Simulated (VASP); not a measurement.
# LiH (I4/mmm) in VASP: notebook

The runs below take LiH through single point, with PBE.

Program: VASP 6.6.1. These are calculated values, not measurements. Logs are shortened: lines on timing, memory, paths and dates and some standing lists are left out, and cuts for length are marked.

### 1 The cell of the first run

It takes space group I4/mmm (No. 139, tetragonal). The conventional cell has a = 2.989 Å, b = 2.989 Å, c = 4.065 Å, α = 90.00°, β = 90.00°, γ = 90.00°. Li (site symmetry 4/mmm) has 6 H at 2.03 to 2.11 Å within 2.7 Å. H (site symmetry 4/mmm) has 6 Li at 2.03 to 2.11 Å within 2.7 Å.

### 2 Single point, PBE (strain +0.040 along x and y, +0.000 along z)

Input file INCAR:

```
SYSTEM = LiH
  ALGO = Normal
  EDIFF = 1E-7
  ENCUT = 520
  GGA = PE
  ISIF = 2
  ISMEAR = 0
  LASPH = .True.
  LCHARG = .False.
  LREAL = .False.
  LWAVE = .False.
  NBANDS = 9
  NELM = 60
  PREC = Accurate
  SIGMA = 0.05
```

Input file KPOINTS:

```
k-points
0
Gamma
  10 10 10
  0 0 0
```

Input file POSCAR:

```
LiH
1.0
    0.0000000000      2.1138000000      2.0325000000
    2.1138000000      0.0000000000      2.0325000000
    2.1138000000      2.1138000000      0.0000000000
Li H
1 1
Direct
    0.0000000000      0.0000000000      0.0000000000
    0.5000000000      0.5000000000      0.5000000000
```

Potentials or basis: VASP PAW PBE potentials, release 64 (Li_sv, H).

On the command line:

```
cat potpaw_PBE.64/Li_sv/POTCAR potpaw_PBE.64/H/POTCAR > POTCAR
mpirun -np 1 vasp_std > vasp.out
```

OUTCAR:

```text
SYSTEM = LiH
   EDIFF = 1E-7
   ENCUT = 520
   GGA = PE
   ISIF = 2
   ISMEAR = 0
   LASPH = .True.
   LREAL = .False.
   NELM = 60
   PREC = Accurate

 ion  position               nearest neighbor table
   1  0.000  0.000  0.000-
   2  0.500  0.500  0.500-

  LATTYP: Found a body centered tetragonal cell.
 ALAT       =     2.9893646281
 C/A-ratio  =     1.3598207331

  Lattice vectors:

 A1 = (   0.0000000000,  -2.1138000000,  -2.0325000000)
 A2 = (   0.0000000000,   2.1138000000,  -2.0325000000)
 A3 = (   2.1138000000,   0.0000000000,   2.0325000000)

Analysis of symmetry for initial positions (statically):
=====================================================================
 Subroutine PRICEL returns:
 Original cell was already a primitive cell.

 Routine SETGRP: Setting up the symmetry group for a
 body centered tetragonal supercell.

 Subroutine GETGRP returns: Found 16 space group operations
 (whereof 16 operations were pure point group operations)
 out of a pool of 16 trial point group operations.

The static configuration has the point symmetry D_4h.

Analysis of symmetry for dynamics (positions and initial velocities):
=====================================================================
 Subroutine PRICEL returns:
 Original cell was already a primitive cell.

 Routine SETGRP: Setting up the symmetry group for a
 body centered tetragonal supercell.

 Subroutine GETGRP returns: Found 16 space group operations
 (whereof 16 operations were pure point group operations)
 out of a pool of 16 trial point group operations.

The dynamic configuration has the point symmetry D_4h.

 Subroutine INISYM returns: Found 16 space group operations
 (whereof 16 operations are pure point group operations),
 and found     1 'primitive' translations

----------------------------------------------------------------------------------------

                                     Primitive cell

  volume of cell :      18.1630

  direct lattice vectors                    reciprocal lattice vectors
     0.000000000  2.113800000  2.032500000    -0.236540827  0.236540827  0.246002460
     2.113800000  0.000000000  2.032500000     0.236540827 -0.236540827  0.246002460
     2.113800000  2.113800000  0.000000000     0.236540827  0.236540827 -0.246002460

  length of vectors
     2.932440398  2.932440398  2.989364628     0.415235278  0.415235278  0.415235278

[... 79 lines left out ...]
   NELM   =     60;   NELMIN=  2; NELMDL= -5     # of ELM steps
   EDIFF  = 0.1E-06   stopping-criterion for ELM
   LREAL  =      F    real-space projection
   EDIFFG = 0.1E-05   stopping-criterion for IOM
   NSW    =      0    number of steps for IOM
   IBRION =     -1    ionic relax: 0-MD 1-quasi-New 2-CG
   NFREE  =      0    steps in history (QN), initial steepest desc. (CG)
   ISIF   =      2    stress and relaxation
   ISYM   =      2    0-nonsym 1-usesym 2-fastsym
   POTIM  = 0.5000    time-step for ionic-motion
   TEBEG  =    0.0;   TEEND  =   0.0 temperature during run
   PSTRESS=    0.0 pullay stress
   NELECT =       4.0000    total number of electrons
   NUPDOWN=      -1.0000    fix difference up-down
   EMIN   =  10.00;   EMAX   =-10.00  energy-range for DOS
   EFERMI =   0.00;   METHOD = LEGACY
   ISMEAR =     0;   SIGMA  =   0.05  broadening in eV -4-tet -1-fermi 0-gaus
   EFERMI_NEDOS =   21; number of points for ismear=-14 and -15
   IALGO  =     38    algorithm
   IMIX   =      4    mixing-type and parameters
     AMIX     =   0.40;   BMIX     =  1.00
     AMIX_MAG =   1.60;   BMIX_MAG =  1.00
  volume/ion in A,a.u.               =       9.08        61.29
  Fermi-wavevector in a.u.,A,eV,Ry     =   0.988626  1.868232 13.298082  0.977381
  Thomas-Fermi vector in A             =   2.120166
   LORBIT       =      0    0 simple, 1 ext, 2 COOP (PROOUT), +10 PAW based schemes
   GGA     = PE    functional components
   LHFCALC =     F    Hartree Fock is set to
   AEXX    =    0.0000 exact exchange contribution
   IVDW    =     0    specifies the selected vdW correction
   LEPSILON=     F    determine dielectric tensor
   LRPA    =     F    only Hartree local field effects (RPA)
 non-spin polarized calculation
 Gauss-broadening in eV      SIGMA  =   0.05
  energy-cutoff  :      520.00
  volume of cell :       18.16
 maximum number of plane-waves:       515
 NGX is ok and might be reduce to    24
   NGX = 11   NGY = 11   NGZ = 11

 number of electron       4.0000004 magnetization

 Free energy of the ion-electron system (eV)
  ---------------------------------------------------
  ext. energy  EPLUGINS =         0.00000000
  ---------------------------------------------------
  free energy    TOTEN  =        -6.09913240 eV

  energy without entropy =       -6.09913240  energy(sigma->0) =       -6.09913240

 E-fermi :   0.1566     XC(G=0):  -8.1299

 val. band max:       -0.2523849727   @ k =   0.5000   0.5000   0.0000
 cond. band min:       2.4607369162   @ k =   0.5000   0.0000   0.5000
 fundamental gap:      2.7131218889
 Fermi energy:         0.1565734848

 k-point     1 :       0.0000    0.0000    0.0000
  band No.  band energies     occupation
      1     -44.8641      2.00000
      2      -5.4215      2.00000
      3      14.1334      0.00000
      4      16.0614      0.00000
      5      16.3805      0.00000
      6      16.3805      0.00000
      7      20.7155      0.00000
      8      20.7155      0.00000
      9      20.9235      0.00000
[... 265 lines left out ...]
 k-point    24 :       0.4000    0.3000    0.0000
  band No.  band energies     occupation
      1     -44.8312      2.00000
      2      -2.3962      2.00000
      3       6.2578      0.00000
      4       9.2822      0.00000
      5      10.3702      0.00000
      6      14.4834      0.00000
      7      15.5216      0.00000
      8      27.0496      0.00000
      9      27.0731      0.00000

 [... further k-points ...]
[... 5 lines left out ...]
  --------------------------------------------------------------------------------------
  -------------------------------------------------------------------------------------
  Total       -0.4864524     -0.4864524     -0.2882505      0.0000000      0.0000000      0.0000000
  in kB      -42.9104006    -42.9104006    -25.4268387      0.0000000      0.0000000      0.0000000
  external PRESSURE =     -37.0825466 kB  Pullay stress =       0.0000000 kB

 VOLUME and BASIS-vectors are now :
 -----------------------------------------------------------------------------
  energy-cutoff  :      520.00
  volume of cell :       18.16
      direct lattice vectors                 reciprocal lattice vectors
     0.000000000  2.113800000  2.032500000    -0.236540827  0.236540827  0.246002460
     2.113800000  0.000000000  2.032500000     0.236540827 -0.236540827  0.246002460
     2.113800000  2.113800000  0.000000000     0.236540827  0.236540827 -0.246002460

 POSITION                                       TOTAL-FORCE (eV/Angst)
 -----------------------------------------------------------------------------------
      0.00000      0.00000      0.00000         0.000000     -0.000000     -0.000000
      2.11380      2.11380      2.03250        -0.000000      0.000000      0.000000
 -----------------------------------------------------------------------------------
    total drift:                                0.000000     -0.000000     -0.000000

  FREE ENERGIE OF THE ION-ELECTRON SYSTEM (eV)
  ---------------------------------------------------
  free  energy   TOTEN  =        -6.0991323986 eV

  energy  without entropy=       -6.0991323986  energy(sigma->0) =       -6.09913240
```

OSZICAR:

```text
N       E                     dE             d eps       ncg     rms          rms(c)
DAV:   1    -0.165480773410E+01   -0.16548E+01   -0.15460E+03  1852   0.414E+02
DAV:   2    -0.627301293369E+01   -0.46182E+01   -0.45937E+01  2620   0.545E+01
DAV:   3    -0.633738162337E+01   -0.64369E-01   -0.64314E-01  2225   0.546E+00
DAV:   4    -0.633767100682E+01   -0.28938E-03   -0.28935E-03  2586   0.347E-01
DAV:   5    -0.633767211619E+01   -0.11094E-05   -0.11093E-05  2217   0.168E-02    0.283E+00
DAV:   6    -0.615492309109E+01    0.18275E+00   -0.16105E-01  2039   0.120E+00    0.140E+00
DAV:   7    -0.609709817690E+01    0.57825E-01   -0.19638E-01  2150   0.151E+00    0.222E-01
DAV:   8    -0.609921071956E+01   -0.21125E-02   -0.54525E-03  2181   0.461E-01    0.444E-02
DAV:   9    -0.609913522340E+01    0.75496E-04   -0.17894E-04  2388   0.476E-02    0.963E-03
DAV:  10    -0.609913444009E+01    0.78330E-06   -0.82252E-06  2114   0.195E-02    0.286E-03
DAV:  11    -0.609913322096E+01    0.12191E-05   -0.28598E-07  2606   0.309E-03    0.802E-04
DAV:  12    -0.609913190997E+01    0.13110E-05   -0.82803E-09  1217   0.684E-04    0.554E-04
DAV:  13    -0.609913236963E+01   -0.45966E-06   -0.77847E-09  1050   0.395E-04    0.539E-05
DAV:  14    -0.609913239856E+01   -0.28930E-07   -0.36859E-10  1039   0.137E-04
   1 F= -.60991324E+01 E0= -.60991324E+01  d E =-.249237E-33
```

stdout:

```text
POSCAR found type information on POSCAR LiH
 POSCAR found :  2 types and       2 ions
 scaLAPACK will be used
 LDA part: xc-table for (Slater+PW92), standard interpolation
 POSCAR, INCAR and KPOINTS ok, starting setup
 FFT: planning ... GRIDC
 FFT: planning ... GRID_SOFT
 FFT: planning ... GRID
 WAVECAR not read
 entering main loop
```

Run time: 10 s. Hardware: 1 thread of Intel Xeon 6975P-C, shared host; peak memory 0.14 GiB.

Results:

* Free energy: -6.0991 eV
* Band gap on the k mesh: 2.71 eV, indirect (least direct gap 2.99 eV)

Caveat: the cell differs from its parent crystal (strain +0.040 along x and y, +0.000 along z); the cutoff is under 1.25 times the usual one of these potentials, so pressure, stress and relaxed cells hold a basis-set (Pulay) error. A k mesh can miss the band edges.

### 3 Single point, PBE (strain +0.040 along x and y, +0.080 along z)

Input file INCAR:

```
  ALGO = Normal
  EDIFF = 1E-6
  ENCUT = 520
  GGA = PE
  ISIF = 2
  ISMEAR = 0
  LASPH = T
  LCHARG = F
  LREAL = F
  LWAVE = F
  NBANDS = 9
  NELM = 80
  PREC = Accurate
  SIGMA = 0.05
```

Input file KPOINTS:

```
k-points
0
Gamma
  10 10 10
```

Input file POSCAR:

```
LiH
1.0
    0.0000000000      2.1138000000      2.1951000000
    2.1138000000      0.0000000000      2.1951000000
    2.1138000000      2.1138000000      0.0000000000
Li H
1 1
Direct
    0.0000000000      0.0000000000      0.0000000000
    0.5000000000      0.5000000000      0.5000000000
```

Potentials or basis: VASP PAW PBE potentials, release 64 (Li_sv, H).

On the command line:

```
cat potpaw_PBE.64/Li_sv/POTCAR potpaw_PBE.64/H/POTCAR > POTCAR
mpirun -np 1 vasp_std > vasp.out
```

It took 8.5 s on 1 thread of Intel Xeon 6975P-C, shared host; peak memory 0.14 GiB.

The run converged. Its results:

| Quantity | Value |
| --- | --- |
| Free energy | -6.0600 eV |
| Band gap on the k mesh | 2.72 eV, indirect (least direct gap 2.99 eV) |

Levels at points of the mesh, in eV from the valence-band top:
```
           k point  band 1  band 2  band 3  band 4  band 5  band 6
(0.00, 0.00, 0.00)  -44.63   -4.80   13.60   15.81   15.81   16.08
(0.50, 0.00, 0.00)  -44.61   -2.20    4.40   11.90   14.48   15.02
(0.50, 0.50, 0.00)  -44.60   -0.27    2.72   10.15   10.15   13.08
(0.50, 0.00, 0.50)  -44.60    0.00    3.15    9.49    9.78   12.58
```

Caveat: the cell differs from its parent crystal (strain +0.040 along x and y, +0.080 along z); the cutoff is under 1.25 times the usual one of these potentials, so pressure, stress and relaxed cells hold a basis-set (Pulay) error. A k mesh can miss the band edges.

### 4 Single point, PBE (strain +0.080 along x and y, +0.040 along z)

Input file INCAR:

```
SYSTEM = LiH
PREC = Accurate
ENCUT = 520
EDIFF = 1E-6
ISMEAR = 0
SIGMA = 0.05
LREAL = .False.
LASPH = .True.
NELM = 80
ALGO = Normal
ISIF = 2
LWAVE = .False.
LCHARG = .True.
GGA = PE
LELF = .True.
LVHAR = .True.
NBANDS = 9
```

Input file KPOINTS:

```
Automatic mesh
0
Gamma
  10 10 10
  0 0 0
```

Input file POSCAR:

```
LiH
1.0
    0.0000000000      2.1951000000      2.1138000000
    2.1951000000      0.0000000000      2.1138000000
    2.1951000000      2.1951000000      0.0000000000
Li H
1 1
Direct
    0.0000000000      0.0000000000      0.0000000000
    0.5000000000      0.5000000000      0.5000000000
```

On the command line:

```
cat potpaw_PBE.64/Li_sv/POTCAR potpaw_PBE.64/H/POTCAR > POTCAR
mpirun -np 1 vasp_std > vasp.out
```

Wall time 9.1 s (1 thread of Intel Xeon 6975P-C, shared host); peak memory 0.14 GiB.

Results (log left out):

* Free energy: -6.0344 eV
* Band gap on the k mesh: 2.80 eV, indirect (least direct gap 3.05 eV)

Levels at points of the mesh, in eV from the valence-band top:
| k point | band 1 | band 2 | band 3 | band 4 | band 5 | band 6 | band 7 |
| --- | --- | --- | --- | --- | --- | --- | --- |
| (0.00, 0.00, 0.00) | -44.77 | -4.75 | 13.11 | 15.29 | 15.57 | 15.57 | 19.73 |
| (0.50, 0.00, 0.00) | -44.75 | -2.19 | 4.24 | 11.55 | 14.01 | 14.70 | 16.36 |
| (0.50, 0.50, 0.00) | -44.74 | 0.00 | 3.23 | 9.21 | 9.21 | 12.11 | 13.95 |
| (0.50, 0.00, 0.50) | -44.75 | -0.25 | 2.80 | 9.59 | 9.88 | 12.62 | 14.16 |

Caveat: the cell differs from its parent crystal (strain +0.080 along x and y, +0.040 along z); the cutoff is under 1.25 times the usual one of these potentials, so pressure, stress and relaxed cells hold a basis-set (Pulay) error. A k mesh can miss the band edges.

### 5 Summary

```csv
cell,gap on the mesh (eV)
"a = 2.932, b = 2.932, c = 2.989 Å, angles 59.4, 59.4, 61.3°, 2 atoms",2.71
"a = 3.047, b = 3.047, c = 2.989 Å, angles 60.6, 60.6, 58.7°, 2 atoms",2.72
"a = 3.047, b = 3.047, c = 3.104 Å, angles 59.4, 59.4, 61.2°, 2 atoms",2.80
```

Alike in all rows: task single point; level PBE; potentials or basis VASP PAW PBE potentials, release 64 (Li_sv, H); no spin polarisation; k mesh 10 × 10 × 10; cutoff (eV) 520; smearing gaussian 0.05 eV.

Caveats: the cutoff is under 1.25 times the usual one of these potentials, so pressure, stress and relaxed cells hold a basis-set (Pulay) error.

Absolute energies hang on the potentials; compare differences alone.
